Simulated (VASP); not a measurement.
# LiRe3 (Fm-3m) in VASP: a series of runs, part 4 of 4

VASP 6.6.1.

## Step 5: Single point, PBE

This run uses another cell than the first one, of 14.23 Å³/atom, 1.087 times its volume.

Contents of INCAR:

```
SYSTEM = LiRe3
PREC     = Accurate       ! precision mode
ENCUT    = 520            ! plane-wave cutoff, eV
EDIFF    = 1E-6           ! SCF threshold, eV
ISMEAR   = 1              ! smearing method
SIGMA    = 0.1            ! smearing width, eV
LREAL    = .False.        ! projectors in reciprocal space
LASPH    = .True.         ! aspherical terms in the spheres
NELM     = 100            ! most SCF steps
ALGO     = Normal         ! electronic algorithm
ISIF     = 2              ! what is computed and relaxed
LWAVE    = .False.        ! write WAVECAR
LCHARG   = .False.        ! write CHGCAR
GGA      = PE             ! functional
NBANDS   = 20             ! bands
```

Contents of KPOINTS:

```
Automatic mesh
0
Gamma
  7 7 7
  0 0 0
```

Contents of POSCAR:

```
LiRe3
1.0
    0.0000000000      3.0528810000      3.0528810000
    3.0528810000      0.0000000000      3.0528810000
    3.0528810000      3.0528810000      0.0000000000
Li Re
1 3
Direct
    0.0000000000      0.0000000000      0.0000000000
    0.7500000000      0.7500000000      0.7500000000
    0.2500000000      0.2500000000      0.2500000000
    0.5000000000      0.5000000000      0.5000000000
```

Potentials or basis: VASP PAW PBE potentials, release 64 (Li_sv, Re).

On the command line:

```
$ cat potpaw_PBE.64/Li_sv/POTCAR potpaw_PBE.64/Re/POTCAR > POTCAR
$ mpirun -np 1 vasp_std > vasp.out
```

OUTCAR:

```text
SYSTEM = LiRe3
   PREC = Accurate
   ENCUT = 520
   EDIFF = 1E-6
   ISMEAR = 1
   LREAL = .False.
   LASPH = .True.
   NELM = 100
   ISIF = 2
   GGA = PE

 ion  position               nearest neighbor table
   1  0.000  0.000  0.000-   2 2.64   3 2.64   2 2.64   2 2.64   2 2.64   3 2.64   3 2.64   3 2.64

   2  0.750  0.750  0.750-   1 2.64   4 2.64   4 2.64   4 2.64   4 2.64   1 2.64   1 2.64   1 2.64
                             3 3.05   3 3.05   3 3.05   3 3.05   3 3.05   3 3.05
   3  0.250  0.250  0.250-   1 2.64   4 2.64   1 2.64   1 2.64   1 2.64   4 2.64   4 2.64   4 2.64
                             2 3.05   2 3.05   2 3.05   2 3.05   2 3.05   2 3.05
   4  0.500  0.500  0.500-   2 2.64   3 2.64   3 2.64   3 2.64   3 2.64   2 2.64   2 2.64   2 2.64

  LATTYP: Found a face centered cubic cell.
 ALAT       =     6.1057620000

  Lattice vectors:

 A1 = (   0.0000000000,   3.0528810000,   3.0528810000)
 A2 = (   3.0528810000,   0.0000000000,   3.0528810000)
 A3 = (   3.0528810000,   3.0528810000,   0.0000000000)

Analysis of symmetry for initial positions (statically):
=====================================================================
 Subroutine PRICEL returns:
 Original cell was already a primitive cell.

 Routine SETGRP: Setting up the symmetry group for a
 face centered cubic supercell.

 Subroutine GETGRP returns: Found 48 space group operations
 (whereof 48 operations were pure point group operations)
 out of a pool of 48 trial point group operations.

The static configuration has the point symmetry O_h .

Analysis of symmetry for dynamics (positions and initial velocities):
=====================================================================
 Subroutine PRICEL returns:
 Original cell was already a primitive cell.

 Routine SETGRP: Setting up the symmetry group for a
 face centered cubic supercell.

 Subroutine GETGRP returns: Found 48 space group operations
 (whereof 48 operations were pure point group operations)
 out of a pool of 48 trial point group operations.
[... 118 lines left out ...]
   IMIX   =      4    mixing-type and parameters
     AMIX     =   0.40;   BMIX     =  1.00
     AMIX_MAG =   1.60;   BMIX_MAG =  1.00
  volume/ion in A,a.u.               =      14.23        96.01
  Fermi-wavevector in a.u.,A,eV,Ry     =   1.227699  2.320015 20.507324  1.507246
  Thomas-Fermi vector in A             =   2.362653
   LORBIT       =      0    0 simple, 1 ext, 2 COOP (PROOUT), +10 PAW based schemes
   GGA     = PE    functional components
   LHFCALC =     F    Hartree Fock is set to
   AEXX    =    0.0000 exact exchange contribution
   IVDW    =     0    specifies the selected vdW correction
   LEPSILON=     F    determine dielectric tensor
   LRPA    =     F    only Hartree local field effects (RPA)
 non-spin polarized calculation
 Methfessel and Paxton  Order N= 1 SIGMA  =   0.10
  energy-cutoff  :      520.00
  volume of cell :       56.91
 maximum number of plane-waves:      1548
   NGX = 17   NGY = 17   NGZ = 17

 number of electron      23.9999990 magnetization

 Free energy of the ion-electron system (eV)
  ---------------------------------------------------
  ext. energy  EPLUGINS =         0.00000000
  ---------------------------------------------------
  free energy    TOTEN  =       -38.35079207 eV

  energy without entropy =      -38.34935189  energy(sigma->0) =      -38.35031201

 E-fermi :   6.5797     XC(G=0): -12.6304

 val. band max:        6.5714921516   @ k =  -0.2857   0.1429   0.0000
 cond. band min:       6.5798320434   @ k =   0.4286   0.1429   0.0000
 fundamental gap:      0.0083398918
 Fermi energy:         6.5797200442

 k-point     1 :       0.0000    0.0000    0.0000
  band No.  band energies     occupation
      1     -38.2704      2.00000
      2      -2.2194      2.00000
      3       1.5200      2.00000
      4       1.5200      2.00000
      5       2.9875      2.00000
      6       2.9875      2.00000
[... 449 lines left out ...]
     19      10.4392      0.00000
     20      10.5092      0.00000

------------------------ aborting loop because EDIFF is reached ----------------------------------------

  FORCE on cell =-STRESS in cart. coord.  units (eV):
  Direction    XX          YY          ZZ          XY          YZ          ZX
  --------------------------------------------------------------------------------------
  -------------------------------------------------------------------------------------
  Total       -1.1530396     -1.1530396     -1.1530396     -0.0000000     -0.0000000      0.0000000
  in kB      -32.4634887    -32.4634887    -32.4634887     -0.0000000     -0.0000000      0.0000000
  external PRESSURE =     -32.4634887 kB  Pullay stress =       0.0000000 kB

 VOLUME and BASIS-vectors are now :
 -----------------------------------------------------------------------------
  energy-cutoff  :      520.00
  volume of cell :       56.91
      direct lattice vectors                 reciprocal lattice vectors
     0.000000000  3.052881000  3.052881000    -0.163779722  0.163779722  0.163779722
     3.052881000  0.000000000  3.052881000     0.163779722 -0.163779722  0.163779722
     3.052881000  3.052881000  0.000000000     0.163779722  0.163779722 -0.163779722

 POSITION                                       TOTAL-FORCE (eV/Angst)
 -----------------------------------------------------------------------------------
      0.00000      0.00000      0.00000        -0.000000     -0.000000      0.000000
      4.57932      4.57932      4.57932         0.000000      0.000000      0.000000
      1.52644      1.52644      1.52644        -0.000000     -0.000000     -0.000000
      3.05288      3.05288      3.05288        -0.000000     -0.000000      0.000000
 -----------------------------------------------------------------------------------
    total drift:                               -0.000000     -0.000000      0.000000

  FREE ENERGIE OF THE ION-ELECTRON SYSTEM (eV)
  ---------------------------------------------------
  free  energy   TOTEN  =       -38.3507920723 eV

  energy  without entropy=      -38.3493518857  energy(sigma->0) =      -38.35031201
```

Run time: 18 s. Hardware: 1 thread of Intel Xeon Platinum 8488C (Sapphire Rapids), shared host; peak memory 0.17 GiB.

Results:

| Property | Result |
| --- | --- |
| Free energy | -38.3508 eV |
| Band gap on the k mesh | zero (band 12 reaches 8.35 eV, above the bottom of band 13 at 5.87 eV) |

Caveat: the cutoff is under 1.25 times the usual one of these potentials, so pressure, stress and relaxed cells hold a basis-set (Pulay) error; spin-orbit coupling is left out, which moves the levels of the heavy elements.

## Step 6: Single point, PBE

This run uses another cell than the first one, of 14.61 Å³/atom, 1.116 times its volume.

Contents of INCAR:

```
SYSTEM = LiRe3
PREC     = Accurate       ! precision mode
ENCUT    = 520            ! plane-wave cutoff, eV
EDIFF    = 1E-6           ! SCF threshold, eV
ISMEAR   = 1              ! smearing method
SIGMA    = 0.1            ! smearing width, eV
LREAL    = .FALSE.        ! projectors in reciprocal space
LASPH    = .TRUE.         ! aspherical terms in the spheres
NELM     = 100            ! most SCF steps
ALGO     = Normal         ! electronic algorithm
ISIF     = 2              ! what is computed and relaxed
LWAVE    = .FALSE.        ! write WAVECAR
LCHARG   = .FALSE.        ! write CHGCAR
GGA      = PE             ! functional
NBANDS   = 20             ! bands
```

Contents of KPOINTS:

```
Automatic mesh
0
G
  7 7 7
  0 0 0
```

Contents of POSCAR:

```
LiRe3
1.0
    0.0000000000      3.0797800160      3.0797800160
    3.0797800160      0.0000000000      3.0797800160
    3.0797800160      3.0797800160      0.0000000000
Li Re
1 3
Direct
    0.0000000000      0.0000000000      0.0000000000
    0.7500000000      0.7500000000      0.7500000000
    0.2500000000      0.2500000000      0.2500000000
    0.5000000000      0.5000000000      0.5000000000
```

Potentials or basis: VASP PAW PBE potentials, release 64 (Li_sv, Re).

On the command line:

```
$ cat potpaw_PBE.64/Li_sv/POTCAR potpaw_PBE.64/Re/POTCAR > POTCAR
$ mpirun -np 1 vasp_std > vasp.out
```

Wall time 22 s (1 thread of Intel Xeon Platinum 8488C (Sapphire Rapids), shared host); peak memory 0.18 GiB.

The run converged. Its results:

- Free energy: -38.2907 eV
- Band gap on the k mesh: zero (band 12 reaches 8.00 eV, above the bottom of band 13 at 5.61 eV)

Levels at points of the mesh, in eV from the Fermi level:
| k point | band 8 | band 9 | band 10 | band 11 | band 12 | band 13 | band 14 | band 15 | band 16 | band 17 |
| --- | --- | --- | --- | --- | --- | --- | --- | --- | --- | --- |
| (0.00, 0.00, 0.00) | -2.72 | -2.72 | -2.72 | 1.71 | 1.71 | 1.71 | 1.80 | 1.80 | 2.65 | 2.65 |

Caveat: the cutoff is under 1.25 times the usual one of these potentials, so pressure, stress and relaxed cells hold a basis-set (Pulay) error; spin-orbit coupling is left out, which moves the levels of the heavy elements.

## Step 7: Summary

| cell | gap on the mesh (eV) |
| --- | --- |
| a = 4.199 Å, angles 60.0°, 4 atoms | none |
| a = 4.239 Å, angles 60.0°, 4 atoms | none |
| a = 4.279 Å, angles 60.0°, 4 atoms | none |
| a = 4.317 Å, angles 60.0°, 4 atoms | none |
| a = 4.355 Å, angles 60.0°, 4 atoms | none |

Alike in all rows: task single point; level PBE; potentials or basis VASP PAW PBE potentials, release 64 (Li_sv, Re); no spin polarisation; k mesh 7 × 7 × 7; cutoff (eV) 520; smearing methfessel-paxton 0.1 eV.

Caveats: the cutoff is under 1.25 times the usual one of these potentials, so pressure, stress and relaxed cells hold a basis-set (Pulay) error; spin-orbit coupling is left out, which moves the levels of the heavy elements.

Total energies depend on the potentials used, so only differences within one code and one set of settings carry meaning.
